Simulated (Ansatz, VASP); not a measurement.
# Two plane-wave programs on SiW12

INCAR

```
PREC = Accurate
ENCUT = 520
EDIFF = 1E-6
ISMEAR = 0
SIGMA = 0.1
LREAL = F
LASPH = T
NELM = 80
ALGO = Normal
ISIF = 2
LWAVE = F
LCHARG = T
LDIPOL = T
IDIPOL = 3
DIPOL = 0.5 0.5 0.300
GGA = PE
IVDW = 12
LELF = T
LVHAR = T
LVACPOTAV = T
NBANDS = 98
```

File KPOINTS:

```
regular mesh
0
Gamma
  5 5 1
```

The input POSCAR:

```
SiW12
1.0
    5.6644156868      0.0000000000      0.0000000000
    0.0000000000      5.6644156868      0.0000000000
    0.0000000000      0.0000000000     21.1500668291
W Si
12 1
Direct
    0.2500000000      0.2500000000      0.1891246979
    0.2500000000      0.7500000000      0.1891246979
    0.7500000000      0.2500000000      0.1891246979
    0.7500000000      0.7500000000      0.1891246979
    0.0000000000      0.0000000000      0.2848852803
    0.0000000000      0.5000000000      0.2848852803
    0.5000000000      0.0000000000      0.2848852803
    0.5000000000      0.5000000000      0.2848852803
    0.2500000000      0.2500000000      0.3806166143
    0.2500000000      0.7500000000      0.3806166143
    0.7500000000      0.2500000000      0.3806166143
    0.7500000000      0.7500000000      0.3806166143
    0.4166666667      0.5000000000      0.4846351982
```

Input for Ansatz:

```yaml
crystal:
  lattice:
    - [5.6644156868, 0.0, 0.0]
    - [0.0, 5.6644156868, 0.0]
    - [0.0, 0.0, 21.1500668291]
  atoms:
    - { symbol: W, position: [0.25, 0.25, 0.1891246979] }
    - { symbol: W, position: [0.25, 0.75, 0.1891246979] }
    - { symbol: W, position: [0.75, 0.25, 0.1891246979] }
    - { symbol: W, position: [0.75, 0.75, 0.1891246979] }
    - { symbol: W, position: [0.0, 0.0, 0.2848852803] }
    - { symbol: W, position: [0.0, 0.5, 0.2848852803] }
    - { symbol: W, position: [0.5, 0.0, 0.2848852803] }
    - { symbol: W, position: [0.5, 0.5, 0.2848852803] }
    - { symbol: W, position: [0.25, 0.25, 0.3806166143] }
    - { symbol: W, position: [0.25, 0.75, 0.3806166143] }
    - { symbol: W, position: [0.75, 0.25, 0.3806166143] }
    - { symbol: W, position: [0.75, 0.75, 0.3806166143] }
    - { symbol: Si, position: [0.4166666667, 0.5, 0.4846351982] }
basis:
  ecutwfc: 420
kpoints:
  mp_grid: { grid: [5, 5, 1] }
hamiltonian:
  xc: pbe
  pseudopotentials: { kind: paw, azcp: { folder: soft_1 } }
  dispersion: d3bj
scf:
  occupations: { method: gaussian, width: 0.1 }
output:
  forces: true
  eigenvalues: true
efield:
  axis: 3
  dipole_correction: true
  ramp_width: 0.04
```

Alike in both runs: task single point; functional PBE; dispersion D3(BJ); k mesh 5 × 5 × 1; occupations gaussian, width 0.1 eV; no spin polarisation.

```csv
,VASP,Ansatz
version,VASP 6.6.1,Ansatz 0.2.0
potentials or method,"VASP PAW PBE potentials, release 64 (W_sv, Si), cutoff 520 eV","scalar-relativistic, plane waves, PAW"
valence electrons in the cell,172,172
```

|  | VASP | Ansatz | Ansatz less VASP |
| --- | --- | --- | --- |
| gap on the k mesh at the Fermi level (eV) | none | none | - |
| rms of the force components (eV/Å) | 0.545 | 0.541 | -0.0039 |
| work function, face that differs most (eV) | 5.08 | 5.08 | -0.002 |

Atom by atom the forces differ by 0.015 eV/Å (rms over components). A gap of «none» marks a metal or a gap that the smearing closes.

Neither program's run includes spin-orbit coupling.
